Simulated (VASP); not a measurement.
Crystal: NaCl.

```
CELL_PARAMETERS angstrom
0.00000 2.72198 2.72198
2.72198 0.00000 2.72198
2.72198 2.72198 0.00000
ATOMIC_POSITIONS crystal
Na 0.00000 0.00000 0.00000
Cl 0.50000 0.50000 0.50000
```

This cell differs from its parent crystal: strain -2.9%.

Base run:

- Program: VASP 6.6.1
- Functional: r2SCAN
- Potentials or basis: VASP PAW PBE potentials, release 64 (Na_pv, Cl)
- Cutoff: 520 eV
- k mesh: 8 × 8 × 8
- Occupations: gaussian, width 0.01 eV
- Spin: no spin polarisation

Its results: band gap on the k mesh 6.40 eV, direct; pressure 2.7 GPa.

Question: The run is repeated on the same cell with these changes: functional from r2SCAN to PBE; occupations from gaussian, width 0.01 eV to fermi-dirac, width 0.02 eV. What comes out?

Answer: Band gap on the k mesh 5.55 eV, direct; pressure 4.4 GPa.

Caveats: the PAW data sets were made with another functional, which shifts forces and pressure a little (some runs).

